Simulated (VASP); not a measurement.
Set up this calculation in VASP 6.6.1, as the native input.

* Task: single point
* Functional: PBEsol
* Potentials or basis: VASP PAW PBE potentials, release 64 (Se, Zn)
* Cutoff: 520 eV
* k mesh: 12 × 12 × 12
* Occupations: gaussian, width 0.05 eV
* Spin: no spin polarisation
* Dipole correction: no
* Further INCAR settings: ALGO = Normal; EDIFF = 1e-06; NBANDS = 16

The structure of ZnSe lies in POSCAR:

```
ZnSe
1.0
    0.0000000000      2.7155851200      2.7155851200
    2.7155851200      0.0000000000      2.7155851200
    2.7155851200      2.7155851200      0.0000000000
Se Zn
1 1
Direct
    0.0000000000      0.0000000000      0.0000000000
    0.5000000000      0.5000000000      0.5000000000
```

One way to write it, as run:

INCAR

```
  PREC = Accurate
  ENCUT = 520
  EDIFF = 1E-6
  ISMEAR = 0
  SIGMA = 0.05
  LREAL = False
  LASPH = True
  NELM = 100
  ALGO = Normal
  ISIF = 2
  LWAVE = False
  LCHARG = True
  GGA = PS
  LELF = True
  LVHAR = True
  NBANDS = 16
```

KPOINTS

```
regular mesh
0
Gamma
  12 12 12
```

Potentials or basis: VASP PAW PBE potentials, release 64 (Se, Zn).

Launch:

```bash
$ cat potpaw_PBE.64/Se/POTCAR potpaw_PBE.64/Zn/POTCAR > POTCAR
$ mpirun -np 1 vasp_std > vasp.out
```

Results of the run:

```yaml
Pressure: -5.8 GPa
Band_gap_on_the_k_mesh: zero (band 9 reaches 2.68 eV, above the bottom of band 10 at 1.58 eV)
```

Caveat: the PAW data sets were made with another functional, which shifts forces and pressure a little.

Wall time 87 s on 1 thread of AMD EPYC 7R13 (shared host), peak memory 0.17 GiB.
